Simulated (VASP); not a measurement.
Al5N: relaxation of cell and atoms with PBE

The system is Al5N.

```xyz
6
Lattice="4.2558 0.0000 0.0000 -2.1279 3.6856 0.0000 0.0000 0.0000 6.2920" Properties=species:S:1:pos:R:3 pbc="T T T"
Al    2.0053    0.0000    0.0000
Al   -1.0027    1.7366    0.0000
Al    1.1252    1.9489    0.0000
Al    0.0000    2.4571    2.4298
Al    2.1279    1.2285    3.8623
N     0.0000    0.0000    3.1460
```

The cell was built from a structure type or drawn by symmetry, and may not be a known phase.

```
Program                : VASP 6.6.1
Task                   : relaxation of cell and atoms
Functional             : PBE
Potentials or basis    : VASP PAW PBE potentials, release 64 (Al, N)
Cutoff                 : 600 eV
k mesh                 : 6 × 6 × 4
Occupations            : gaussian, width 0.1 eV
Spin                   : no spin polarisation
Dipole correction      : no
Further INCAR settings : ALGO = Normal; EDIFF = 1e-07; IBRION = 2; EDIFFG = -0.04; NSW = 90; ISIF = 3
```

```
Relaxed volume                        : 14.71 Å³/atom
Relaxed cell                          : a = 4.763 Å, b = 4.763 Å, c = 4.492 Å, α = 90.00°, β = 90.00°, γ = 120.00°
Space group after relaxing (to 0.1 Å) : P-62m (No. 189)
Pressure after relaxing               : 0.0 GPa
Largest force after relaxing          : 0.010 eV/Å
Band gap on the k mesh                : zero (bands 10 and 11 overlap by 2.05 eV)
```

Forces on the atoms (eV/Å):
```
Al  -0.010  0.000  0.000
Al   0.005 -0.009  0.000
Al   0.005  0.009  0.000
Al   0.000  0.000  0.010
Al   0.000  0.000 -0.010
N    0.000  0.000  0.000
```

Stress tensor (GPa, compression positive):
```
 0.02  0.00  0.00
 0.00  0.02  0.00
 0.00  0.00 -0.09
```

Final structure:
```
CELL_PARAMETERS angstrom
4.76296 0.00000 0.00000
-2.38148 4.12485 0.00000
0.00000 0.00000 4.49151
ATOMIC_POSITIONS crystal
Al 0.31735 0.00000 0.00000
Al 0.00000 0.31735 0.00000
Al 0.68265 0.68265 0.00000
Al 0.33333 0.66667 0.49965
Al 0.66667 0.33333 0.50035
N 0.00000 0.00000 0.50000
```

Levels at points of the mesh, in eV from the Fermi level:
| k point | band 7 | band 8 | band 9 | band 10 | band 11 | band 12 | band 13 | band 14 |
| --- | --- | --- | --- | --- | --- | --- | --- | --- |
| (0.00, 0.00, 0.00) | -3.08 | -2.85 | -2.85 | -0.43 | 0.28 | 1.41 | 1.41 | 3.03 |
| (0.50, 0.00, 0.00) | -2.68 | -2.33 | -0.34 | 0.10 | 0.11 | 0.89 | 2.30 | 2.57 |
| (0.00, 0.00, 0.50) | -2.07 | -1.34 | -1.34 | -1.21 | -1.21 | -0.25 | 0.00 | 0.00 |
| (0.50, 0.00, 0.50) | -4.08 | -2.76 | 0.02 | 0.84 | 1.18 | 2.03 | 4.24 | 4.25 |

It took 6 min on 1 thread of Intel(R) Xeon(R) 6975P-C (Granite Rapids) (shared host), peak memory 0.26 GiB.

Caveat: a cell axis changed by over 15 % at a fixed basis, so the end point is rough.
